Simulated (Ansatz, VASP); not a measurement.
# KF in VASP and in Ansatz

```
CELL_PARAMETERS angstrom
0.00000 2.58172 2.19446
2.71726 0.00000 2.19446
2.71726 2.58172 0.00000
ATOMIC_POSITIONS crystal
K 0.00000 0.00000 0.00000
F 0.50000 0.50000 0.50000
```

Change from the starting cell: normal strain along x +0.0525, normal strain along z -0.1500.

Alike in both runs: task single point; functional LDA; k mesh 8 × 8 × 8; occupations gaussian, width 0.05 eV; no spin polarisation.

|  | VASP | Ansatz |
| --- | --- | --- |
| version | VASP 6.6.1 | Ansatz 0.2.0 |
| potentials or method | VASP PAW LDA potentials, release 64 (K_sv, F), cutoff 520 eV | scalar-relativistic, plane waves, PAW |
| valence electrons in the cell | 16 | 16 |

```csv
,VASP,Ansatz,Ansatz less VASP
gap on the k mesh at the Fermi level (eV),5.68,5.71,+0.030
least direct gap on the mesh (eV),5.81,5.85,+0.034
pressure (GPa),14.5,13.7,-0.81
"traceless stress, the component that is largest in VASP (GPa)",26.83,25.57,-1.258
```

LDA's correlation is that of Perdew and Zunger in VASP and of Perdew and Wang (1992) in Ansatz.
